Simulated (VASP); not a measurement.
# PtBr2 (fluorite type) (Fm-3m) in VASP: notebook

Runs on PtBr2 (fluorite type). Level: PBE. Tasks: single point, relaxation of cell and atoms.

Program: VASP 6.6.1. These are calculated values, not measurements. Logs are shortened: lines on timing, memory, paths and dates and some standing lists are left out, and cuts for length are marked.

### 1 The cell of the first run

The structure is cubic, space group Fm-3m (No. 225). Conventional cell: a = 6.621 Å, b = 6.621 Å, c = 6.621 Å, α = 90.00°, β = 90.00°, γ = 90.00°. Pt (site symmetry m-3m) has 8 Br at 2.87 Å within 3.8 Å. Br (site symmetry -43m) has 4 Pt at 2.87 Å and 6 Br at 3.31 Å within 3.8 Å.

### 2 Single point, PBE

INCAR reads:

```
SYSTEM = PtBr2
PREC = Accurate
ENCUT = 520
EDIFF = 1E-6
ISMEAR = -1
SIGMA = 0.05
LREAL = .False.
LASPH = .True.
NELM = 80
ALGO = Normal
ISIF = 2
LWAVE = .False.
LCHARG = .True.
GGA = PE
LELF = .True.
LVHAR = .True.
NBANDS = 19
```

KPOINTS reads:

```
Automatic mesh
0
Gamma
  11 11 11
  0 0 0
```

POSCAR reads:

```
PtBr2
1.0
    0.0000000000      3.3102888590      3.3102888590
    3.3102888590      0.0000000000      3.3102888590
    3.3102888590      3.3102888590      0.0000000000
Pt Br
1 2
Direct
    0.0000000000      0.0000000000      0.0000000000
    0.2500000000      0.2500000000      0.2500000000
    0.7500000000      0.7500000000      0.7500000000
```

Potentials or basis: VASP PAW PBE potentials, release 64 (Pt, Br).

Launch:

```bash
cat potpaw_PBE.64/Pt/POTCAR potpaw_PBE.64/Br/POTCAR > POTCAR
mpirun -np 1 vasp_std > vasp.out
```

OUTCAR:

```text
SYSTEM = PtBr2
   PREC = Accurate
   ENCUT = 520
   EDIFF = 1E-6
   ISMEAR = -1
   LREAL = .False.
   LASPH = .True.
   NELM = 80
   ISIF = 2
   GGA = PE

 ion  position               nearest neighbor table
   1  0.000  0.000  0.000-   3 2.87   3 2.87   3 2.87   2 2.87   3 2.87   2 2.87   2 2.87   2 2.87

   2  0.250  0.250  0.250-   1 2.87   1 2.87   1 2.87   1 2.87
   3  0.750  0.750  0.750-   1 2.87   1 2.87   1 2.87   1 2.87

  LATTYP: Found a face centered cubic cell.
 ALAT       =     6.6205777180

  Lattice vectors:

 A1 = (   0.0000000000,   3.3102888590,   3.3102888590)
 A2 = (   3.3102888590,   0.0000000000,   3.3102888590)
 A3 = (   3.3102888590,   3.3102888590,   0.0000000000)

Analysis of symmetry for initial positions (statically):
=====================================================================
 Subroutine PRICEL returns:
 Original cell was already a primitive cell.

 Routine SETGRP: Setting up the symmetry group for a
 face centered cubic supercell.

 Subroutine GETGRP returns: Found 48 space group operations
 (whereof 48 operations were pure point group operations)
 out of a pool of 48 trial point group operations.

The static configuration has the point symmetry O_h .

Analysis of symmetry for dynamics (positions and initial velocities):
=====================================================================
 Subroutine PRICEL returns:
 Original cell was already a primitive cell.

 Routine SETGRP: Setting up the symmetry group for a
 face centered cubic supercell.

 Subroutine GETGRP returns: Found 48 space group operations
 (whereof 48 operations were pure point group operations)
 out of a pool of 48 trial point group operations.

The dynamic configuration has the point symmetry O_h .

 Subroutine INISYM returns: Found 48 space group operations
 (whereof 48 operations are pure point group operations),
 and found     1 'primitive' translations

----------------------------------------------------------------------------------------

                                     Primitive cell

  volume of cell :      72.5484

  direct lattice vectors                    reciprocal lattice vectors
     0.000000000  3.310288859  3.310288859    -0.151044220  0.151044220  0.151044220
     3.310288859  0.000000000  3.310288859     0.151044220 -0.151044220  0.151044220
     3.310288859  3.310288859  0.000000000     0.151044220  0.151044220 -0.151044220

  length of vectors
     4.681455400  4.681455400  4.681455400     0.261616264  0.261616264  0.261616264

  position of ions in fractional coordinates (direct lattice)
     0.000000000  0.000000000  0.000000000
     0.250000000  0.250000000  0.250000000
     0.750000000  0.750000000  0.750000000

  ion indices of the primitive-cell ions
   primitive index   ion index
                 1           1
                 2           2
                 3           3

----------------------------------------------------------------------------------------

 KPOINTS: Automatic mesh

Automatic generation of k-mesh.
 Grid dimensions read from file:
 generate k-points for:   11   11   11

 Generating k-lattice:

  Cartesian coordinates                     Fractional coordinates (reciprocal lattice)
    -0.013731293  0.013731293  0.013731293     0.090909091  0.000000000  0.000000000
     0.013731293 -0.013731293  0.013731293     0.000000000  0.090909091  0.000000000
     0.013731293  0.013731293 -0.013731293     0.000000000  0.000000000  0.090909091

  Length of vectors
     0.023783297  0.023783297  0.023783297

  Shift w.r.t. Gamma in fractional coordinates (k-lattice)
     0.000000000  0.000000000  0.000000000

 Subroutine IBZKPT returns following result:
 ===========================================

 Found     56 irreducible k-points:

 Following reciprocal coordinates:
            Coordinates               Weight
  0.000000  0.000000  0.000000      1.000000
  0.090909  0.000000  0.000000      8.000000
  0.181818  0.000000  0.000000      8.000000
  0.272727  0.000000  0.000000      8.000000
  0.363636  0.000000  0.000000      8.000000
  0.454545  0.000000  0.000000      8.000000
[... 16 lines left out ...]
 -0.272727  0.181818  0.000000     24.000000
 -0.181818  0.181818  0.000000     12.000000
 [... further k-points ...]
   k-points           NKPTS =     56   k-points in BZ     NKDIM =     56   number of bands    NBANDS=     19
   number of dos      NEDOS =    301   number of ions     NIONS =      3
   total plane-waves  NPLWV =  46656
   dimension x,y,z NGX =    36 NGY =   36 NGZ =   36
   dimension x,y,z NGXF=    72 NGYF=   72 NGZF=   72
   ions per type =               1   2
   NGX,Y,Z   is equivalent  to a cutoff of  12.78, 12.78, 12.78 a.u.
   NGXF,Y,Z  is equivalent  to a cutoff of  25.57, 25.57, 25.57 a.u.
 SYSTEM =  PtBr2
   PREC   = accura    normal or accurate (medium, high low for compatibility)
   ISTART =      0    job   : 0-new  1-cont  2-samecut
   ICHARG =      2    charge: 1-file 2-atom 10-const
   ISPIN  =      1    spin polarized calculation?
   LNONCOLLINEAR =      F non collinear calculations
   LSORBIT =      F    spin-orbit coupling
   LASPH  =      T    aspherical Exc in radial PAW
   ENCUT  =  520.0 eV  38.22 Ry    6.18 a.u.   8.70  8.70  8.70*2*pi/ulx,y,z
   NELM   =     80;   NELMIN=  2; NELMDL= -5     # of ELM steps
   EDIFF  = 0.1E-05   stopping-criterion for ELM
   LREAL  =      F    real-space projection
   EDIFFG = 0.1E-04   stopping-criterion for IOM
   NSW    =      0    number of steps for IOM
   IBRION =     -1    ionic relax: 0-MD 1-quasi-New 2-CG
   NFREE  =      0    steps in history (QN), initial steepest desc. (CG)
   ISIF   =      2    stress and relaxation
   ISYM   =      2    0-nonsym 1-usesym 2-fastsym
   POTIM  = 0.5000    time-step for ionic-motion
   TEBEG  =    0.0;   TEEND  =   0.0 temperature during run
   PSTRESS=    0.0 pullay stress
   NELECT =      24.0000    total number of electrons
   NUPDOWN=      -1.0000    fix difference up-down
   EMIN   =  10.00;   EMAX   =-10.00  energy-range for DOS
   EFERMI =   0.00;   METHOD = LEGACY
   ISMEAR =    -1;   SIGMA  =   0.05  broadening in eV -4-tet -1-fermi 0-gaus
   EFERMI_NEDOS =   21; number of points for ismear=-14 and -15
   IALGO  =     38    algorithm
   IMIX   =      4    mixing-type and parameters
     AMIX     =   0.40;   BMIX     =  1.00
     AMIX_MAG =   1.60;   BMIX_MAG =  1.00
  volume/ion in A,a.u.               =      24.18       163.19
  Fermi-wavevector in a.u.,A,eV,Ry     =   1.132234  2.139611 17.442027  1.281953
  Thomas-Fermi vector in A             =   2.268934
   LORBIT       =      0    0 simple, 1 ext, 2 COOP (PROOUT), +10 PAW based schemes
   GGA     = PE    functional components
   LHFCALC =     F    Hartree Fock is set to
   AEXX    =    0.0000 exact exchange contribution
   IVDW    =     0    specifies the selected vdW correction
   LEPSILON=     F    determine dielectric tensor
   LRPA    =     F    only Hartree local field effects (RPA)
 non-spin polarized calculation
  energy-cutoff  :      520.00
  volume of cell :       72.55
 maximum number of plane-waves:      1980
   NGX = 17   NGY = 17   NGZ = 17

 number of electron      23.9999995 magnetization

 Free energy of the ion-electron system (eV)
  ---------------------------------------------------
  ext. energy  EPLUGINS =         0.00000000
  ---------------------------------------------------
  free energy    TOTEN  =        -7.83187631 eV

  energy without entropy =       -7.76817887  energy(sigma->0) =       -7.80002759

 E-fermi :   4.0599     XC(G=0):  -9.7805

 val. band max:        4.0534614590   @ k =   0.3636   0.1818   0.0000
 cond. band min:       4.0769018554   @ k =   0.3636   0.2727   0.0000
 fundamental gap:      0.0234403964
 Fermi energy:         4.0599479325

 k-point     1 :       0.0000    0.0000    0.0000
  band No.  band energies     occupation
      1     -12.2300      2.00000
      2     -10.3775      2.00000
      3      -1.2926      2.00000
      4      -1.2926      2.00000
      5      -1.2926      2.00000
      6       1.8714      2.00000
[... 11 lines left out ...]
     18      12.4243      0.00000
     19      12.5566      0.00000

 k-point     2 :       0.0909    0.0000    0.0000
  band No.  band energies     occupation
      1     -12.1914      2.00000
      2     -10.4204      2.00000
      3      -1.2534      2.00000
      4      -1.2534      2.00000
      5      -1.1903      2.00000
      6       1.6496      2.00000
[... 11 lines left out ...]
     18      12.6667      0.00000
     19      12.6668      0.00000

 k-point     3 :       0.1818    0.0000    0.0000
  band No.  band energies     occupation
      1     -12.0794      2.00000
      2     -10.5413      2.00000
      3      -1.1408      2.00000
      4      -1.1408      2.00000
      5      -0.9077      2.00000
      6       0.9355      2.00000
[... 11 lines left out ...]
     18      12.9942      0.00000
     19      12.9942      0.00000

 k-point     4 :       0.2727    0.0000    0.0000
  band No.  band energies     occupation
      1     -11.9057      2.00000
      2     -10.7218      2.00000
      3      -0.9720      2.00000
      4      -0.9720      2.00000
      5      -0.5339      2.00000
      6       0.2413      2.00000
[... 11 lines left out ...]
     18      13.5253      0.00000
     19      13.5253      0.00000

 k-point     5 :       0.3636    0.0000    0.0000
  band No.  band energies     occupation
      1     -11.6876      2.00000
      2     -10.9410      2.00000
      3      -0.7837      2.00000
      4      -0.7837      2.00000
      5      -0.4951      2.00000
      6       0.0976      2.00000
[... 11 lines left out ...]
     18      14.1945      0.00000
     19      14.1946      0.00000

 k-point     6 :       0.4545    0.0000    0.0000
  band No.  band energies     occupation
      1     -11.4490      2.00000
      2     -11.1780      2.00000
      3      -0.7307      2.00000
      4      -0.6458      2.00000
      5      -0.6458      2.00000
      6       0.3616      2.00000
[... 11 lines left out ...]
     18      14.5247      0.00000
     19      14.5279      0.00000

 k-point     7 :       0.0909    0.0909    0.0000
  band No.  band energies     occupation
      1     -12.1789      2.00000
      2     -10.4333      2.00000
      3      -1.2737      2.00000
      4      -1.2737      2.00000
      5      -1.0884      2.00000
      6       1.1850      2.00000
[... 11 lines left out ...]
     18      12.5328      0.00000
     19      12.8495      0.00000

 k-point     8 :       0.1818    0.0909    0.0000
  band No.  band energies     occupation
      1     -12.0927      2.00000
      2     -10.5243      2.00000
      3      -1.2170      2.00000
      4      -1.2017      2.00000
      5      -0.8148      2.00000
      6       0.6023      2.00000
[... 256 lines left out ...]
 k-point    20 :       0.4545    0.1818    0.0000
  band No.  band energies     occupation
      1     -11.5506      2.00000
      2     -11.0348      2.00000
      3      -1.3864      2.00000
      4      -0.9522      2.00000
      5      -0.8145      2.00000
      6       0.7914      2.00000
[... 11 lines left out ...]
     18      12.8784      0.00000
     19      13.6095      0.00000

 k-point    21 :      -0.4545    0.1818    0.0000
  band No.  band energies     occupation
      1     -11.3470      2.00000
      2     -11.2352      2.00000
      3      -1.5176      2.00000
      4      -0.9410      2.00000
      5      -0.6006      2.00000
      6       0.4695      2.00000
[... 11 lines left out ...]
     18      12.7295      0.00000
     19      14.5149      0.00000

 k-point    22 :      -0.3636    0.1818    0.0000
  band No.  band energies     occupation
      1     -11.4640      2.00000
      2     -11.1254      2.00000
      3      -1.4646      2.00000
      4      -0.9098      2.00000
      5      -0.4281      2.00000
      6       0.1824      2.00000
[... 11 lines left out ...]
     18      12.6236      0.00000
     19      14.8152      0.00000

 k-point    23 :      -0.2727    0.1818    0.0000
  band No.  band energies     occupation
      1     -11.6720      2.00000
      2     -10.9313      2.00000
      3      -1.3478      2.00000
      4      -0.7005      2.00000
      5      -0.5180      2.00000
      6       0.2359      2.00000
[... 11 lines left out ...]
     18      12.7479      0.00000
     19      14.3714      0.00000

 k-point    24 :      -0.1818    0.1818    0.0000
  band No.  band energies     occupation
      1     -11.8565      2.00000
      2     -10.7594      2.00000
      3      -1.2769      2.00000
      4      -0.7655      2.00000
      5      -0.2284      2.00000
      6      -0.1457      2.00000
[... 11 lines left out ...]
     18      13.0243      0.00000
     19      14.1309      0.00000

 [... further k-points ...]
[... 5 lines left out ...]
  --------------------------------------------------------------------------------------
  -------------------------------------------------------------------------------------
  Total       -0.0098828     -0.0098828     -0.0098828      0.0000000      0.0000000     -0.0000000
  in kB       -0.2182546     -0.2182546     -0.2182546      0.0000000      0.0000000     -0.0000000
  external PRESSURE =      -0.2182546 kB  Pullay stress =       0.0000000 kB

 VOLUME and BASIS-vectors are now :
 -----------------------------------------------------------------------------
  energy-cutoff  :      520.00
  volume of cell :       72.55
      direct lattice vectors                 reciprocal lattice vectors
     0.000000000  3.310288859  3.310288859    -0.151044220  0.151044220  0.151044220
     3.310288859  0.000000000  3.310288859     0.151044220 -0.151044220  0.151044220
     3.310288859  3.310288859  0.000000000     0.151044220  0.151044220 -0.151044220

 POSITION                                       TOTAL-FORCE (eV/Angst)
 -----------------------------------------------------------------------------------
      0.00000      0.00000      0.00000        -0.000000      0.000000     -0.000000
      1.65514      1.65514      1.65514        -0.000000     -0.000000     -0.000000
      4.96543      4.96543      4.96543         0.000000      0.000000      0.000000
 -----------------------------------------------------------------------------------
    total drift:                                0.000000      0.000000      0.000000

  FREE ENERGIE OF THE ION-ELECTRON SYSTEM (eV)
  ---------------------------------------------------
  free  energy   TOTEN  =        -7.8318763089 eV

  energy  without entropy=       -7.7681788662  energy(sigma->0) =       -7.80002759
```

Run time: 67 s. Hardware: 1 thread of Intel Xeon 6975P-C, shared host; peak memory 0.25 GiB.

Results:

```
Free energy            : -7.8319 eV
Pressure               : 0.0 GPa
Band gap on the k mesh : zero (band 12 reaches 4.27 eV, above the bottom of band 13 at 4.00 eV)
```

Caveat: spin-orbit coupling is left out, which moves the levels of the heavy elements.

### 3 Relaxation of cell and atoms, PBE

This run uses another cell than the first one, of 15.55 Å³/atom, 0.643 times its volume.

INCAR reads:

```
PREC = Accurate
ENCUT = 600
EDIFF = 1E-6
ISMEAR = -1
SIGMA = 0.05
LREAL = False
LASPH = True
NELM = 60
ALGO = Normal
ISIF = 3
LWAVE = False
LCHARG = False
GGA = PE
IBRION = 2
NSW = 100
EDIFFG = -0.005
```

KPOINTS reads:

```
regular mesh
0
Gamma
  11 11 11
```

POSCAR reads:

```
PtBr2
1.0
    0.0000000000      2.8569094183      2.8569094183
    2.8569094183      0.0000000000      2.8569094183
    2.8569094183      2.8569094183      0.0000000000
Pt Br
1 2
Direct
    0.0000000000      0.0000000000      0.0000000000
    0.2500000000      0.2500000000      0.2500000000
    0.7500000000      0.7500000000      0.7500000000
```

Potentials or basis: VASP PAW PBE potentials, release 64 (Pt, Br).

Launch:

```bash
cat potpaw_PBE.64/Pt/POTCAR potpaw_PBE.64/Br/POTCAR > POTCAR
mpirun -np 1 vasp_std > vasp.out
```

Run time: 1.8 min. Hardware: 1 thread of Intel Xeon 6975P-C, shared host; peak memory 0.22 GiB.

The run converged. Its results:

```yaml
Free_energy: -7.8263 eV
Relaxed_volume: 24.17 Å³/atom
Relaxed_cell: a = 4.680 Å, b = 4.680 Å, c = 4.680 Å, α = 60.00°, β = 60.00°, γ = 60.00°
Space_group_after_relaxing_to_0.05_Å: Fm-3m (No. 225)
Energy_gained_by_relaxing: 1423.5 meV/atom
Ionic_steps: 5
Pressure_after_relaxing: 0.0 GPa
Band_gap_on_the_k_mesh: zero (band 12 reaches 4.28 eV, above the bottom of band 13 at 4.01 eV)
```

The path:
```csv
step,energy change (eV),largest force (eV/Å),pressure (GPa),volume (Å³)
1,0.0000,0.0000,81.62,46.64
2,-2.0995,0.0000,-7.60,123.11
3,-4.2582,0.0000,-1.69,74.75
4,-4.2668,0.0000,-0.93,73.71
5,-4.2704,0.0000,0.02,72.50
```

Final structure:
```
Pt Br
1.0
     0.00000    3.30961    3.30961
     3.30961    0.00000    3.30961
     3.30961    3.30961    0.00000
Pt Br
1 2
Direct
  0.00000 0.00000 0.00000
  0.25000 0.25000 0.25000
  0.75000 0.75000 0.75000
```

Levels at points of the mesh, in eV from the Fermi level:
```
           k point  band 10  band 11  band 12  band 13  band 14  band 15
(0.00, 0.00, 0.00)    -1.94     0.13     0.13     0.13     0.57     4.58
```

Caveat: the volume moved by over 15 % at a fixed basis, so the end points are rough; spin-orbit coupling is left out, which moves the levels of the heavy elements.
